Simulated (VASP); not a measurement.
# As (R-3m) in VASP: a series of runs

The runs below take As through single point, with LDA.

All numbers are computed with VASP 6.6.1; they aren't measurements. Logs are shortened: lines on timing, memory, paths and dates and some standing lists are left out, and cuts for length are marked.

### 1 The cell of the first run

Symmetry: R-3m, No. 166, trigonal system. Conventional cell: a = 3.762 Å, b = 3.762 Å, c = 10.542 Å, α = 90.00°, β = 90.00°, γ = 120.00°. Within 3.3 Å of As (site symmetry 3m) lie 6 As at 2.51 to 3.13 Å.

### 2 Single point, LDA

Contents of INCAR:

```
PREC = Accurate ; ENCUT = 600
EDIFF = 1E-6 ; ISMEAR = 0
SIGMA = 0.02 ; LREAL = False
LASPH = True ; NELM = 120
ALGO = Normal ; ISIF = 2
LWAVE = False ; LCHARG = True
LELF = True ; LVHAR = True
NBANDS = 22 ; GGA_COMPAT = False
```

Contents of KPOINTS:

```
regular mesh
0
Gamma
  11 11 11
```

Contents of POSCAR:

```
As
1.0
    1.8807968987      1.0858785957      3.5140619945
   -1.8807968987      1.0858785957      3.5140619945
    0.0000000000     -2.1717571915      3.5140619945
As
2
Direct
    0.2269485699      0.2269485699      0.2269485699
    0.7740000000      0.7740000000      0.7740000000
```

Potentials or basis: VASP PAW LDA potentials, release 64 (As_d).

Started as:

```
$ cat potpaw_LDA.64/As_d/POTCAR > POTCAR
$ mpirun -np 1 vasp_std > vasp.out
```

OUTCAR:

```text
PREC = Accurate
   ENCUT = 600
   EDIFF = 1E-6
   ISMEAR = 0
   LREAL = False
   LASPH = True
   NELM = 120
   ISIF = 2

 ion  position               nearest neighbor table
   1  0.227  0.227  0.227-   2 2.51   2 2.51   2 2.51
   2  0.774  0.774  0.774-   1 2.51   1 2.51   1 2.51

  LATTYP: Found a trigonal (rhomboedric) cell.
 ALAT       =     4.1310000000
 COS(alpha) =     0.5854247172

  Lattice vectors:

 A1 = (   1.8807968987,   1.0858785957,   3.5140619945)
 A2 = (  -1.8807968987,   1.0858785957,   3.5140619945)
 A3 = (   0.0000000000,  -2.1717571915,   3.5140619945)

Analysis of symmetry for initial positions (statically):
=====================================================================
 Subroutine PRICEL returns:
 Original cell was already a primitive cell.

 Routine SETGRP: Setting up the symmetry group for a
 trigonal (rhombohedral) supercell.

 Subroutine GETGRP returns: Found 12 space group operations
 (whereof  6 operations were pure point group operations)
 out of a pool of 12 trial point group operations.

The static configuration has the point symmetry C_3v.
 The point group associated with its full space group is D_3d.

Analysis of symmetry for dynamics (positions and initial velocities):
=====================================================================
 Subroutine PRICEL returns:
 Original cell was already a primitive cell.

 Routine SETGRP: Setting up the symmetry group for a
 trigonal (rhombohedral) supercell.

 Subroutine GETGRP returns: Found 12 space group operations
 (whereof  6 operations were pure point group operations)
 out of a pool of 12 trial point group operations.

The dynamic configuration has the point symmetry C_3v.
 The point group associated with its full space group is D_3d.

 Subroutine INISYM returns: Found 12 space group operations
 (whereof  6 operations are pure point group operations),
 and found     1 'primitive' translations

----------------------------------------------------------------------------------------

                                     Primitive cell

  volume of cell :      43.0610

  direct lattice vectors                    reciprocal lattice vectors
     1.880796899  1.085878596  3.514061995     0.265844760  0.153485544  0.094856987
    -1.880796899  1.085878596  3.514061995    -0.265844760  0.153485544  0.094856987
     0.000000000 -2.171757191  3.514061995     0.000000000 -0.306971087  0.094856987

  length of vectors
     4.131000000  4.131000000  4.131000000     0.321292852  0.321292852  0.321292852

  position of ions in fractional coordinates (direct lattice)
     0.226948570  0.226948570  0.226948570
     0.774000000  0.774000000  0.774000000

  ion indices of the primitive-cell ions
   primitive index   ion index
                 1           1
                 2           2

----------------------------------------------------------------------------------------

 KPOINTS: regular mesh

Automatic generation of k-mesh.
 Grid dimensions read from file:
 generate k-points for:   11   11   11

 Generating k-lattice:

  Cartesian coordinates                     Fractional coordinates (reciprocal lattice)
     0.024167705  0.013953231  0.008623362     0.090909091  0.000000000 -0.000000000
    -0.024167705  0.013953231  0.008623362     0.000000000  0.090909091 -0.000000000
     0.000000000 -0.027906462  0.008623362    -0.000000000 -0.000000000  0.090909091

  Length of vectors
     0.029208441  0.029208441  0.029208441

  Shift w.r.t. Gamma in fractional coordinates (k-lattice)
     0.000000000  0.000000000  0.000000000

 Subroutine IBZKPT returns following result:
 ===========================================

 Found    146 irreducible k-points:

 Following reciprocal coordinates:
            Coordinates               Weight
  0.000000  0.000000  0.000000      1.000000
  0.090909  0.000000 -0.000000      6.000000
  0.181818  0.000000 -0.000000      6.000000
  0.272727  0.000000  0.000000      6.000000
  0.363636  0.000000 -0.000000      6.000000
  0.454545  0.000000 -0.000000      6.000000
[... 16 lines left out ...]
 -0.272727  0.181818  0.000000     12.000000
 -0.181818  0.181818  0.000000      6.000000
 [... further k-points ...]
   k-points           NKPTS =    146   k-points in BZ     NKDIM =    146   number of bands    NBANDS=     22
   number of dos      NEDOS =    301   number of ions     NIONS =      2
   total plane-waves  NPLWV =  46656
   dimension x,y,z NGX =    36 NGY =   36 NGZ =   36
   dimension x,y,z NGXF=    72 NGYF=   72 NGZF=   72
   ions per type =               2
   NGX,Y,Z   is equivalent  to a cutoff of  14.49, 14.49, 14.49 a.u.
   NGXF,Y,Z  is equivalent  to a cutoff of  28.98, 28.98, 28.98 a.u.
 SYSTEM =  unknown system
   PREC   = accura    normal or accurate (medium, high low for compatibility)
   ISTART =      0    job   : 0-new  1-cont  2-samecut
   ICHARG =      2    charge: 1-file 2-atom 10-const
   ISPIN  =      1    spin polarized calculation?
   LNONCOLLINEAR =      F non collinear calculations
   LSORBIT =      F    spin-orbit coupling
   LASPH  =      T    aspherical Exc in radial PAW
   ENCUT  =  600.0 eV  44.10 Ry    6.64 a.u.   8.25  8.25  8.25*2*pi/ulx,y,z
   NELM   =    120;   NELMIN=  2; NELMDL= -5     # of ELM steps
   EDIFF  = 0.1E-05   stopping-criterion for ELM
   LREAL  =      F    real-space projection
   EDIFFG = 0.1E-04   stopping-criterion for IOM
   NSW    =      0    number of steps for IOM
   IBRION =     -1    ionic relax: 0-MD 1-quasi-New 2-CG
   NFREE  =      0    steps in history (QN), initial steepest desc. (CG)
   ISIF   =      2    stress and relaxation
   ISYM   =      2    0-nonsym 1-usesym 2-fastsym
   POTIM  = 0.5000    time-step for ionic-motion
   TEBEG  =    0.0;   TEEND  =   0.0 temperature during run
   PSTRESS=    0.0 pullay stress
   NELECT =      30.0000    total number of electrons
   NUPDOWN=      -1.0000    fix difference up-down
   EMIN   =  10.00;   EMAX   =-10.00  energy-range for DOS
   EFERMI =   0.00;   METHOD = LEGACY
   ISMEAR =     0;   SIGMA  =   0.02  broadening in eV -4-tet -1-fermi 0-gaus
   EFERMI_NEDOS =   21; number of points for ismear=-14 and -15
   IALGO  =     38    algorithm
   IMIX   =      4    mixing-type and parameters
     AMIX     =   0.40;   BMIX     =  1.00
     AMIX_MAG =   1.60;   BMIX_MAG =  1.00
  volume/ion in A,a.u.               =      21.53       145.29
  Fermi-wavevector in a.u.,A,eV,Ry     =   1.451289  2.742539 28.657140  2.106240
  Thomas-Fermi vector in A             =   2.568803
   LORBIT       =      0    0 simple, 1 ext, 2 COOP (PROOUT), +10 PAW based schemes
   GGA     = CA    functional components
   LHFCALC =     F    Hartree Fock is set to
   AEXX    =    0.0000 exact exchange contribution
   IVDW    =     0    specifies the selected vdW correction
   LEPSILON=     F    determine dielectric tensor
   LRPA    =     F    only Hartree local field effects (RPA)
 non-spin polarized calculation
 Gauss-broadening in eV      SIGMA  =   0.02
  energy-cutoff  :      600.00
  volume of cell :       43.06
 maximum number of plane-waves:      1458
 NGX is ok and might be reduce to    36
   NGX = 17   NGY = 17   NGZ = 17

 number of electron      30.0000004 magnetization

 Free energy of the ion-electron system (eV)
  ---------------------------------------------------
  ext. energy  EPLUGINS =         0.00000000
  ---------------------------------------------------
  free energy    TOTEN  =       -10.76100546 eV

  energy without entropy =      -10.76100537  energy(sigma->0) =      -10.76100541

 E-fermi :   3.7645     XC(G=0): -10.9863

 val. band max:        3.7113586867   @ k =   0.4545   0.3636   0.3636
 cond. band min:       3.8175523865   @ k =   0.4545   0.0909   0.0909
 fundamental gap:      0.1061936997
 Fermi energy:         3.7644555810

 k-point     1 :       0.0000    0.0000    0.0000
  band No.  band energies     occupation
      1     -32.6560      2.00000
      2     -32.6560      2.00000
      3     -32.6096      2.00000
      4     -32.6096      2.00000
      5     -32.5777      2.00000
      6     -32.5402      2.00000
[... 14 lines left out ...]
     21      11.0794      0.00000
     22      12.5657      0.00000

 k-point     2 :       0.0909    0.0000   -0.0000
  band No.  band energies     occupation
      1     -32.6551      2.00000
      2     -32.6535      2.00000
      3     -32.6088      2.00000
      4     -32.6078      2.00000
      5     -32.5771      2.00000
      6     -32.5414      2.00000
[... 14 lines left out ...]
     21      10.5341      0.00000
     22      13.2006      0.00000

 k-point     3 :       0.1818    0.0000   -0.0000
  band No.  band energies     occupation
      1     -32.6526      2.00000
      2     -32.6465      2.00000
      3     -32.6064      2.00000
      4     -32.6027      2.00000
      5     -32.5752      2.00000
      6     -32.5449      2.00000
[... 14 lines left out ...]
     21      10.8387      0.00000
     22      14.6690      0.00000

 k-point     4 :       0.2727    0.0000    0.0000
  band No.  band energies     occupation
      1     -32.6492      2.00000
      2     -32.6359      2.00000
      3     -32.6030      2.00000
      4     -32.5951      2.00000
      5     -32.5723      2.00000
      6     -32.5503      2.00000
[... 14 lines left out ...]
     21      11.8381      0.00000
     22      16.0709      0.00000

 k-point     5 :       0.3636    0.0000   -0.0000
  band No.  band energies     occupation
      1     -32.6457      2.00000
      2     -32.6237      2.00000
      3     -32.5989      2.00000
      4     -32.5860      2.00000
      5     -32.5691      2.00000
      6     -32.5573      2.00000
[... 417 lines left out ...]
 k-point    22 :      -0.3636    0.1818    0.0000
  band No.  band energies     occupation
      1     -32.6481      2.00000
      2     -32.6037      2.00000
      3     -32.5903      2.00000
      4     -32.5812      2.00000
      5     -32.5750      2.00000
      6     -32.5703      2.00000
[... 14 lines left out ...]
     21      13.4868      0.00000
     22      16.6599      0.00000

 k-point    23 :      -0.2727    0.1818    0.0000
  band No.  band energies     occupation
      1     -32.6500      2.00000
      2     -32.6132      2.00000
      3     -32.5964      2.00000
      4     -32.5879      2.00000
      5     -32.5666      2.00000
      6     -32.5646      2.00000
[... 14 lines left out ...]
     21      14.5552      0.00000
     22      15.9670      0.00000

 k-point    24 :      -0.1818    0.1818    0.0000
  band No.  band energies     occupation
      1     -32.6519      2.00000
      2     -32.6266      2.00000
      3     -32.6008      2.00000
      4     -32.5937      2.00000
      5     -32.5695      2.00000
      6     -32.5572      2.00000
[... 14 lines left out ...]
     21      13.7741      0.00000
     22      13.9157      0.00000

 [... further k-points ...]

------------------------ aborting loop because EDIFF is reached ----------------------------------------

  FORCE on cell =-STRESS in cart. coord.  units (eV):
  Direction    XX          YY          ZZ          XY          YZ          ZX
  --------------------------------------------------------------------------------------
  -------------------------------------------------------------------------------------
  Total       -0.2811071     -0.2811071     -0.5352499      0.0000000      0.0000000      0.0000000
  in kB      -10.4592003    -10.4592003    -19.9151374      0.0000000      0.0000000      0.0000000
  external PRESSURE =     -13.6111793 kB  Pullay stress =       0.0000000 kB

 VOLUME and BASIS-vectors are now :
 -----------------------------------------------------------------------------
  energy-cutoff  :      600.00
  volume of cell :       43.06
      direct lattice vectors                 reciprocal lattice vectors
     1.880796899  1.085878596  3.514061995     0.265844760  0.153485544  0.094856987
    -1.880796899  1.085878596  3.514061995    -0.265844760  0.153485544  0.094856987
     0.000000000 -2.171757191  3.514061995     0.000000000 -0.306971087  0.094856987

 POSITION                                       TOTAL-FORCE (eV/Angst)
 -----------------------------------------------------------------------------------
      0.00000     -0.00000      2.39253         0.000000     -0.000000      0.208383
      0.00000     -0.00000      8.15965         0.000000      0.000000     -0.208383
 -----------------------------------------------------------------------------------
    total drift:                               -0.000000      0.000000     -0.000043

  FREE ENERGIE OF THE ION-ELECTRON SYSTEM (eV)
  ---------------------------------------------------
  free  energy   TOTEN  =       -10.7610054573 eV

  energy  without entropy=      -10.7610053689  energy(sigma->0) =      -10.76100541
```

Run time: 4.5 min. Hardware: 1 thread of AMD EPYC 7R43 (Zen 3), shared host; peak memory 0.23 GiB.

Results:

```yaml
Free_energy: -10.7610 eV
Pressure: -1.4 GPa
Largest_force: 0.208 eV/Å
Band_gap_on_the_k_mesh: zero (bands 15 and 16 overlap by 0.36 eV)
```

Forces on the atoms (eV/Å):
```
As   0.000  0.000  0.208
As   0.000  0.000 -0.208
```

Stress tensor (GPa, compression positive):
```
-1.05  0.00  0.00
 0.00 -1.05  0.00
 0.00  0.00 -1.99
```

### 3 Single point, LDA

Contents of INCAR:

```
SYSTEM = As
PREC = Accurate ; ENCUT = 600
EDIFF = 1E-6 ; ISMEAR = 0
SIGMA = 0.02 ; LREAL = .False.
LASPH = .True. ; NELM = 120
ALGO = Normal ; ISIF = 2
LWAVE = .False. ; LCHARG = .False.
GGA = CA ; NBANDS = 22
GGA_COMPAT = .False.
```

Contents of KPOINTS:

```
Automatic mesh
0
Gamma
  11 11 11
  0 0 0
```

POSCAR, as its differences from that of step 2:

```diff
@@ -8,3 +8,3 @@
 Direct
-    0.2269485699      0.2269485699      0.2269485699
+    0.2250514301      0.2250514301      0.2250514301
     0.7740000000      0.7740000000      0.7740000000
```

Potentials or basis: VASP PAW LDA potentials, release 64 (As_d).

Started as:

```
$ cat potpaw_LDA.64/As_d/POTCAR > POTCAR
$ mpirun -np 1 vasp_std > vasp.out
```

Wall time 3.2 min (1 thread of Intel Xeon Platinum 8259CL at 2.50GHz (Skylake/Cascade Lake), shared host); peak memory 0.26 GiB.

Results (log left out):

```yaml
Free_energy: -10.7551 eV
Pressure: -0.9 GPa
Largest_force: 0.385 eV/Å
Band_gap_on_the_k_mesh: zero (bands 15 and 16 overlap by 0.36 eV)
```

Forces on the atoms (eV/Å):
```
As   0.000  0.000  0.385
As   0.000  0.000 -0.385
```

Stress tensor (GPa, compression positive):
```
-0.67  0.00  0.00
 0.00 -0.67  0.00
 0.00  0.00 -1.31
```

Levels at points of the mesh, in eV from the Fermi level:
| k point | band 13 | band 14 | band 15 | band 16 | band 17 | band 18 |
| --- | --- | --- | --- | --- | --- | --- |
| (0.00, 0.00, 0.00) | -2.46 | -2.06 | -2.06 | 1.50 | 2.85 | 2.85 |
